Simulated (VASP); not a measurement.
# Ag: single point with PBEsol

Crystal: Ag.

```
Ag
1.0
    -1.61256    1.61256    1.69319
     1.61256   -1.61256    1.69319
     1.61256    1.61256   -1.69319
Ag
1
Direct
  0.00000 0.00000 0.00000
```

This cell differs from its parent crystal: strain +0.000 along x and y, +0.050 along z.

* Program: VASP 6.6.1
* Task: single point
* Functional: PBEsol
* Potentials or basis: VASP PAW PBE potentials, release 64 (Ag)
* Cutoff: 520 eV
* k mesh: 26 × 26 × 26
* Occupations: gaussian, width 0.15 eV
* Spin: no spin polarisation
* Dipole correction: no
* Further INCAR settings: ALGO = Fast; EDIFF = 1e-07; NBANDS = 12

The pressure is -5.1 GPa.

Stress tensor (GPa, compression positive):
```
-5.32  0.00  0.00
 0.00 -5.32  0.00
 0.00  0.00 -4.61
```

Levels at points of the mesh, in eV from the Fermi level:
| k point | band 2 | band 3 | band 4 | band 5 | band 6 | band 7 | band 8 | band 9 | band 10 | band 11 |
| --- | --- | --- | --- | --- | --- | --- | --- | --- | --- | --- |
| (0.00, 0.00, 0.00) | -4.83 | -4.83 | -4.63 | -3.62 | -3.39 | 17.31 | 18.08 | 18.08 | 22.78 | 23.86 |
| (0.50, 0.00, 0.00) | -5.43 | -3.69 | -3.36 | -2.56 | -0.14 | 3.81 | 13.46 | 14.53 | 19.88 | 21.14 |
| (0.50, 0.50, 0.00) | -5.67 | -3.39 | -3.30 | -2.51 | 0.14 | 4.27 | 12.69 | 13.44 | 19.07 | 19.97 |
| (0.50, 0.50, 0.50) | -6.13 | -2.81 | -2.74 | -2.74 | 5.85 | 7.22 | 7.22 | 11.79 | 13.37 | 13.70 |

Wall time 73 s on 1 thread of Intel(R) Xeon(R) 6975P-C (Granite Rapids) (shared host), peak memory 0.37 GiB.

Caveat: the cell differs from its parent crystal (strain +0.000 along x and y, +0.050 along z); the PAW data sets were made with another functional, which shifts forces and pressure a little.
